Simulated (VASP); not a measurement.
# GaN (P6_3mc) in VASP: notebook

The runs below take GaN through single point, relaxation of cell and atoms, with PBE.

Everything below comes from runs of VASP 6.6.1. Logs are shortened: lines on timing, memory, paths and dates and some standing lists are left out, and cuts for length are marked.

## Step 1: The cell of the first run

The structure is hexagonal, space group P6_3mc (No. 186). Conventional cell: a = 3.218 Å, b = 3.218 Å, c = 5.243 Å, α = 90.00°, β = 90.00°, γ = 120.00°. Ga (site symmetry 3m) has 4 N at 1.97 to 1.98 Å within 2.6 Å. Within 2.6 Å of N (site symmetry 3m) lie 4 Ga at 1.97 to 1.98 Å.

## Step 2: Single point, PBE

INCAR

```
SYSTEM = GaN
PREC     = Accurate       ! precision mode
ENCUT    = 520            ! plane-wave cutoff, eV
EDIFF    = 1E-6           ! SCF threshold, eV
ISMEAR   = 0              ! smearing method
SIGMA    = 0.02           ! smearing width, eV
LREAL    = .False.        ! projectors in reciprocal space
LASPH    = .True.         ! aspherical terms in the spheres
NELM     = 100            ! most SCF steps
ALGO     = Normal         ! electronic algorithm
ISIF     = 2              ! what is computed and relaxed
LWAVE    = .False.        ! write WAVECAR
LCHARG   = .False.        ! write CHGCAR
GGA      = PE             ! functional
NBANDS   = 26             ! bands
```

KPOINTS

```
regular mesh
0
Gamma
  12 12 6
  0 0 0
```

POSCAR

```
GaN
1.0
    3.2183958064      0.0000000000      0.0000000000
   -1.6091979032      2.7872125278      0.0000000000
    0.0000000000      0.0000000000      5.2430912962
Ga N
2 2
Direct
    0.6666666667      0.3333333333      0.4991447125
    0.3333333333      0.6666666667      0.9991447125
    0.6666666667      0.3333333333      0.8758552875
    0.3333333333      0.6666666667      0.3758552875
```

Potentials or basis: VASP PAW PBE potentials, release 64 (Ga_d, N).

Run with:

```sh
> cat potpaw_PBE.64/Ga_d/POTCAR potpaw_PBE.64/N/POTCAR > POTCAR
> mpirun -np 1 vasp_std > vasp.out
```

OUTCAR:

```text
SYSTEM = GaN
   PREC = Accurate
   ENCUT = 520
   EDIFF = 1E-6
   ISMEAR = 0
   LREAL = .False.
   LASPH = .True.
   NELM = 100
   ISIF = 2
   GGA = PE

 ion  position               nearest neighbor table
   1  0.667  0.333  0.499-   4 1.97   4 1.97   4 1.97   3 1.98
   2  0.333  0.667  0.999-   3 1.97   3 1.97   3 1.97   4 1.98
   3  0.667  0.333  0.876-   2 1.97   2 1.97   2 1.97   1 1.98
   4  0.333  0.667  0.376-   1 1.97   1 1.97   1 1.97   2 1.98

  LATTYP: Found a hexagonal cell.
 ALAT       =     3.2183958064
 C/A-ratio  =     1.6291008352

  Lattice vectors:

 A1 = (   3.2183958064,   0.0000000000,   0.0000000000)
 A2 = (  -1.6091979032,   2.7872125278,   0.0000000000)
 A3 = (   0.0000000000,   0.0000000000,   5.2430912962)

Analysis of symmetry for initial positions (statically):
=====================================================================
 Subroutine PRICEL returns:
 Original cell was already a primitive cell.

 Routine SETGRP: Setting up the symmetry group for a
 hexagonal supercell.

 Subroutine GETGRP returns: Found 12 space group operations
 (whereof  6 operations were pure point group operations)
 out of a pool of 24 trial point group operations.

The static configuration has the point symmetry C_3v.
 The point group associated with its full space group is C_6v.

Analysis of symmetry for dynamics (positions and initial velocities):
=====================================================================
 Subroutine PRICEL returns:
 Original cell was already a primitive cell.

 Routine SETGRP: Setting up the symmetry group for a
 hexagonal supercell.

 Subroutine GETGRP returns: Found 12 space group operations
 (whereof  6 operations were pure point group operations)
 out of a pool of 24 trial point group operations.

The dynamic configuration has the point symmetry C_3v.
 The point group associated with its full space group is C_6v.

 Subroutine INISYM returns: Found 12 space group operations
 (whereof  6 operations are pure point group operations),
 and found     1 'primitive' translations

----------------------------------------------------------------------------------------

                                     Primitive cell

  volume of cell :      47.0324

  direct lattice vectors                    reciprocal lattice vectors
     3.218395806  0.000000000  0.000000000     0.310713803  0.179390698  0.000000000
    -1.609197903  2.787212528  0.000000000     0.000000000  0.358781395  0.000000000
     0.000000000  0.000000000  5.243091296     0.000000000  0.000000000  0.190727177

  length of vectors
     3.218395806  3.218395806  5.243091296     0.358781395  0.358781395  0.190727177

  position of ions in fractional coordinates (direct lattice)
     0.666666667  0.333333333  0.499144712
     0.333333333  0.666666667  0.999144712
     0.666666667  0.333333333  0.875855288
     0.333333333  0.666666667  0.375855288

  ion indices of the primitive-cell ions
   primitive index   ion index
                 1           1
                 2           2
                 3           3
                 4           4

----------------------------------------------------------------------------------------

 KPOINTS: regular mesh

Automatic generation of k-mesh.
 Grid dimensions read from file:
 generate k-points for:   12   12    6

 Generating k-lattice:

  Cartesian coordinates                     Fractional coordinates (reciprocal lattice)
     0.025892817  0.014949225  0.000000000     0.083333333  0.000000000  0.000000000
     0.000000000  0.029898450  0.000000000     0.000000000  0.083333333  0.000000000
     0.000000000  0.000000000  0.031787863     0.000000000  0.000000000  0.166666667

  Length of vectors
     0.029898450  0.029898450  0.031787863

  Shift w.r.t. Gamma in fractional coordinates (k-lattice)
     0.000000000  0.000000000  0.000000000

 Subroutine IBZKPT returns following result:
 ===========================================

 Found     76 irreducible k-points:

 Following reciprocal coordinates:
            Coordinates               Weight
  0.000000  0.000000  0.000000      1.000000
  0.083333  0.000000  0.000000      6.000000
  0.166667  0.000000  0.000000      6.000000
  0.250000 -0.000000  0.000000      6.000000
  0.333333  0.000000  0.000000      6.000000
  0.416667  0.000000  0.000000      6.000000
[... 16 lines left out ...]
  0.250000 -0.000000  0.166667     12.000000
  0.333333  0.000000  0.166667     12.000000
 [... further k-points ...]
   k-points           NKPTS =     76   k-points in BZ     NKDIM =     76   number of bands    NBANDS=     26
   number of dos      NEDOS =    301   number of ions     NIONS =      4
   total plane-waves  NPLWV =  23040
   dimension x,y,z NGX =    24 NGY =   24 NGZ =   40
   dimension x,y,z NGXF=    48 NGYF=   48 NGZF=   80
   ions per type =               2   2
   NGX,Y,Z   is equivalent  to a cutoff of  12.40, 12.40, 12.68 a.u.
   NGXF,Y,Z  is equivalent  to a cutoff of  24.79, 24.79, 25.37 a.u.
 SYSTEM =  GaN
   PREC   = accura    normal or accurate (medium, high low for compatibility)
   ISTART =      0    job   : 0-new  1-cont  2-samecut
   ICHARG =      2    charge: 1-file 2-atom 10-const
   ISPIN  =      1    spin polarized calculation?
   LNONCOLLINEAR =      F non collinear calculations
   LSORBIT =      F    spin-orbit coupling
   LASPH  =      T    aspherical Exc in radial PAW
   ENCUT  =  520.0 eV  38.22 Ry    6.18 a.u.   5.98  5.98  9.75*2*pi/ulx,y,z
   NELM   =    100;   NELMIN=  2; NELMDL= -5     # of ELM steps
   EDIFF  = 0.1E-05   stopping-criterion for ELM
   LREAL  =      F    real-space projection
   EDIFFG = 0.1E-04   stopping-criterion for IOM
   NSW    =      0    number of steps for IOM
   IBRION =     -1    ionic relax: 0-MD 1-quasi-New 2-CG
   NFREE  =      0    steps in history (QN), initial steepest desc. (CG)
   ISIF   =      2    stress and relaxation
   ISYM   =      2    0-nonsym 1-usesym 2-fastsym
   POTIM  = 0.5000    time-step for ionic-motion
   TEBEG  =    0.0;   TEEND  =   0.0 temperature during run
   PSTRESS=    0.0 pullay stress
   NELECT =      36.0000    total number of electrons
   NUPDOWN=      -1.0000    fix difference up-down
   EMIN   =  10.00;   EMAX   =-10.00  energy-range for DOS
   EFERMI =   0.00;   METHOD = LEGACY
   ISMEAR =     0;   SIGMA  =   0.02  broadening in eV -4-tet -1-fermi 0-gaus
   EFERMI_NEDOS =   21; number of points for ismear=-14 and -15
   IALGO  =     38    algorithm
   IMIX   =      4    mixing-type and parameters
     AMIX     =   0.40;   BMIX     =  1.00
     AMIX_MAG =   1.60;   BMIX_MAG =  1.00
  volume/ion in A,a.u.               =      11.76        79.35
  Fermi-wavevector in a.u.,A,eV,Ry     =   1.497534  2.829929 30.512533  2.242608
  Thomas-Fermi vector in A             =   2.609409
   LORBIT       =      0    0 simple, 1 ext, 2 COOP (PROOUT), +10 PAW based schemes
   GGA     = PE    functional components
   LHFCALC =     F    Hartree Fock is set to
   AEXX    =    0.0000 exact exchange contribution
   IVDW    =     0    specifies the selected vdW correction
   LEPSILON=     F    determine dielectric tensor
   LRPA    =     F    only Hartree local field effects (RPA)
 non-spin polarized calculation
 Gauss-broadening in eV      SIGMA  =   0.02
  energy-cutoff  :      520.00
  volume of cell :       47.03
 maximum number of plane-waves:      1290
 NGX is ok and might be reduce to    24
   NGX = 11   NGY = 11   NGZ = 19

 number of electron      35.9999956 magnetization

 Free energy of the ion-electron system (eV)
  ---------------------------------------------------
  ext. energy  EPLUGINS =         0.00000000
  ---------------------------------------------------
  free energy    TOTEN  =       -24.32786723 eV

  energy without entropy =      -24.32786723  energy(sigma->0) =      -24.32786723

 E-fermi :   5.1644     XC(G=0): -11.5150

 val. band max:        5.0086633022   @ k =   0.0000   0.0000   0.0000
 cond. band min:       6.7245410839   @ k =   0.0000   0.0000   0.0000
 fundamental gap:      1.7158777816
 Fermi energy:         5.1643653646

 k-point     1 :       0.0000    0.0000    0.0000
  band No.  band energies     occupation
      1     -10.7266      2.00000
      2      -9.9033      2.00000
      3      -8.4117      2.00000
      4      -8.3973      2.00000
      5      -8.3973      2.00000
      6      -8.3415      2.00000
[... 18 lines left out ...]
     25      16.4967      0.00000
     26      16.4967      0.00000

 k-point     2 :       0.0833    0.0000    0.0000
  band No.  band energies     occupation
      1     -10.6623      2.00000
      2      -9.8876      2.00000
      3      -8.4058      2.00000
      4      -8.3880      2.00000
      5      -8.3737      2.00000
      6      -8.3343      2.00000
[... 18 lines left out ...]
     25      16.1517      0.00000
     26      16.6458      0.00000

 k-point     3 :       0.1667    0.0000    0.0000
  band No.  band energies     occupation
      1     -10.4885      2.00000
      2      -9.8492      2.00000
      3      -8.3835      2.00000
      4      -8.3655      2.00000
      5      -8.3201      2.00000
      6      -8.2947      2.00000
[... 18 lines left out ...]
     25      16.1666      0.00000
     26      16.9981      0.00000

 k-point     4 :       0.2500   -0.0000    0.0000
  band No.  band energies     occupation
      1     -10.2634      2.00000
      2      -9.8076      2.00000
      3      -8.3604      2.00000
      4      -8.3432      2.00000
      5      -8.2816      2.00000
      6      -8.2481      2.00000
[... 18 lines left out ...]
     25      16.2719      0.00000
     26      17.4682      0.00000
[... 496 lines left out ...]
      1     -10.4235      2.00000
      2      -9.8661      2.00000
      3      -8.3800      2.00000
      4      -8.3624      2.00000
      5      -8.3245      2.00000
      6      -8.3009      2.00000
[... 18 lines left out ...]
     25      15.7802      0.00000
     26      16.7992      0.00000

 k-point    23 :       0.2500   -0.0000    0.1667
  band No.  band energies     occupation
      1     -10.2121      2.00000
      2      -9.8170      2.00000
      3      -8.3606      2.00000
      4      -8.3373      2.00000
      5      -8.2937      2.00000
      6      -8.2548      2.00000
[... 18 lines left out ...]
     25      15.9156      0.00000
     26      17.3062      0.00000

 k-point    24 :       0.3333    0.0000    0.1667
  band No.  band energies     occupation
      1     -10.0303      2.00000
      2      -9.7811      2.00000
      3      -8.3520      2.00000
      4      -8.3228      2.00000
      5      -8.2689      2.00000
      6      -8.2107      2.00000
[... 18 lines left out ...]
     25      16.1695      0.00000
     26      17.8766      0.00000

 [... further k-points ...]
[... 5 lines left out ...]
  --------------------------------------------------------------------------------------
  -------------------------------------------------------------------------------------
  Total        0.0329538      0.0329538      0.0472271      0.0000000      0.0000000      0.0000000
  in kB        1.1225855      1.1225855      1.6088117      0.0000000      0.0000000      0.0000000
  external PRESSURE =       1.2846609 kB  Pullay stress =       0.0000000 kB

 VOLUME and BASIS-vectors are now :
 -----------------------------------------------------------------------------
  energy-cutoff  :      520.00
  volume of cell :       47.03
      direct lattice vectors                 reciprocal lattice vectors
     3.218395806  0.000000000  0.000000000     0.310713803  0.179390698  0.000000000
    -1.609197903  2.787212528  0.000000000     0.000000000  0.358781395  0.000000000
     0.000000000  0.000000000  5.243091296     0.000000000  0.000000000  0.190727177

 POSITION                                       TOTAL-FORCE (eV/Angst)
 -----------------------------------------------------------------------------------
      1.60920      0.92907      2.61706         0.000000     -0.000000     -0.001416
     -0.00000      1.85814      5.23861        -0.000000      0.000000     -0.001416
      1.60920      0.92907      4.59219         0.000000     -0.000000      0.001416
     -0.00000      1.85814      1.97064        -0.000000      0.000000      0.001416
 -----------------------------------------------------------------------------------
    total drift:                               -0.000001     -0.000001     -0.001218

  FREE ENERGIE OF THE ION-ELECTRON SYSTEM (eV)
  ---------------------------------------------------
  free  energy   TOTEN  =       -24.3278672251 eV

  energy  without entropy=      -24.3278672251  energy(sigma->0) =      -24.32786723
```

Run time: 95 s. Hardware: 1 thread of Intel Xeon 8259CL, shared host; peak memory 0.21 GiB.

Results:

* Free energy: -24.3279 eV
* Pressure: 0.1 GPa
* Band gap on the k mesh: 1.72 eV

## Step 3: Relaxation of cell and atoms, PBE

INCAR

```
SYSTEM = GaN
PREC     = Accurate       ! precision mode
ENCUT    = 600            ! plane-wave cutoff, eV
EDIFF    = 1E-6           ! SCF threshold, eV
ISMEAR   = 0              ! smearing method
SIGMA    = 0.02           ! smearing width, eV
LREAL    = .False.        ! projectors in reciprocal space
LASPH    = .True.         ! aspherical terms in the spheres
NELM     = 80             ! most SCF steps
ALGO     = Normal         ! electronic algorithm
ISIF     = 3              ! what is computed and relaxed
LWAVE    = .False.        ! write WAVECAR
LCHARG   = .False.        ! write CHGCAR
GGA      = PE             ! functional
IBRION   = 2              ! ionic algorithm
NSW      = 100            ! ionic steps
EDIFFG   = -0.01          ! ionic threshold
```

KPOINTS is that of step 2.

POSCAR

```
GaN
1.0
    3.2173977067      0.0000000000      0.0000000000
   -1.6086988533      2.7863481480      0.0000000000
    0.0000000000      0.0000000000      5.2394066122
Ga N
2 2
Direct
    0.6666666667      0.3333333333      0.4991155894
    0.3333333333      0.6666666667      0.9991155894
    0.6666666667      0.3333333333      0.8758844106
    0.3333333333      0.6666666667      0.3758844106
```

Potentials or basis: VASP PAW PBE potentials, release 64 (Ga_d, N).

Run with:

```sh
> cat potpaw_PBE.64/Ga_d/POTCAR potpaw_PBE.64/N/POTCAR > POTCAR
> mpirun -np 1 vasp_std > vasp.out
```

It took 5 min on 1 thread of Intel Xeon 8259CL, shared host; peak memory 0.24 GiB.

It converged, with:

```yaml
Free_energy: -24.3308 eV
Relaxed_volume: 11.76 Å³/atom
Relaxed_cell: a = 3.218 Å, b = 3.218 Å, c = 5.243 Å, α = 90.00°, β = 90.00°, γ = 120.00°
Space_group_after_relaxing_to_0.1_Å: P6_3mc (No. 186)
Energy_gained_by_relaxing: 0.0 meV/atom
Ionic_steps: 5
Pressure_after_relaxing: 0.0 GPa
Largest_force_after_relaxing: 0.003 eV/Å
Band_gap_on_the_k_mesh: 1.72 eV
```

Forces in eV/Å, atoms in the order of the input:
```
Ga   0.000  0.000  0.003
Ga   0.000  0.000  0.003
N    0.000  0.000 -0.003
N    0.000  0.000 -0.003
```

Final structure:
```
Ga N
1.0
     3.21830    0.00000    0.00000
    -1.60915    2.78713    0.00000
     0.00000    0.00000    5.24315
Ga N
2 2
Direct
  0.66667 0.33333 0.49911
  0.33333 0.66667 0.99911
  0.66667 0.33333 0.87589
  0.33333 0.66667 0.37589
```

Levels at points of the mesh, in eV from the valence-band top:
| k point | band 15 | band 16 | band 17 | band 18 | band 19 | band 20 | band 21 | band 22 |
| --- | --- | --- | --- | --- | --- | --- | --- | --- |
| (0.00, 0.00, 0.00) | -1.00 | -0.04 | 0.00 | 0.00 | 1.72 | 4.07 | 9.02 | 9.73 |
| (0.50, 0.00, 0.00) | -4.07 | -2.64 | -2.11 | -0.96 | 4.98 | 5.37 | 5.98 | 8.35 |
| (0.00, 0.00, 0.50) | -0.51 | -0.51 | -0.51 | -0.51 | 4.06 | 4.06 | 8.31 | 8.31 |
| (0.50, 0.00, 0.50) | -1.87 | -1.87 | -1.83 | -1.83 | 4.31 | 4.31 | 7.58 | 7.58 |
